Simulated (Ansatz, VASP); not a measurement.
One calculation of SrO, two programs

The input INCAR:

```
ALGO = Normal
EDIFF = 1E-6
ENCUT = 600
GGA = RP
GGA_COMPAT = F
ISIF = 2
ISMEAR = 0
LASPH = T
LCHARG = F
LREAL = F
LWAVE = F
NBANDS = 15
NELM = 120
PREC = Accurate
SIGMA = 0.1
```

KPOINTS

```
k-points
0
Gamma
  6 6 6
```

Contents of POSCAR:

```
SrO
1.0
    0.0000000000      2.5806600000      2.5806600000
    2.5806600000      0.0000000000      2.5806600000
    2.5806600000      2.5806600000      0.0000000000
Sr O
1 1
Direct
    0.0000000000      0.0000000000      0.0000000000
    0.5000000000      0.5000000000      0.5000000000
```

Input for Ansatz:

```yaml
crystal:
  lattice:
    - [0.0, 2.58066, 2.58066]
    - [2.58066, 0.0, 2.58066]
    - [2.58066, 2.58066, 0.0]
  atoms:
    - { symbol: Sr, position: [0.0, 0.0, 0.0] }
    - { symbol: O, position: [0.5, 0.5, 0.5] }
basis:
  ecutwfc: 420
kpoints:
  mp_grid: { grid: [6, 6, 6] }
hamiltonian:
  xc: rpbe
  pseudopotentials: { kind: paw, azcp: { folder: soft_1 } }
scf:
  occupations: { method: gaussian, width: 0.1 }
output:
  forces: true
  stress: true
  eigenvalues: true
```

Alike in both runs: task single point; functional RPBE; k mesh 6 × 6 × 6; occupations gaussian, width 0.1 eV; no spin polarisation.

```csv
,VASP,Ansatz
version,VASP 6.6.1,Ansatz 0.2.0
potentials or method,"VASP PAW PBE potentials, release 64 (Sr_sv, O), cutoff 600 eV","scalar-relativistic, plane waves, PAW"
valence electrons in the cell,16,16
```

```csv
,VASP,Ansatz,Ansatz less VASP
gap on the k mesh at the Fermi level (eV),3.39,3.44,+0.050
least direct gap on the mesh (eV),3.48,3.52,+0.040
pressure (GPa),5.2,4.7,-0.45
```

VASP's potentials were made for PBE, not for RPBE. The functional is the same, so the differences come from potentials, cutoffs and numerics.
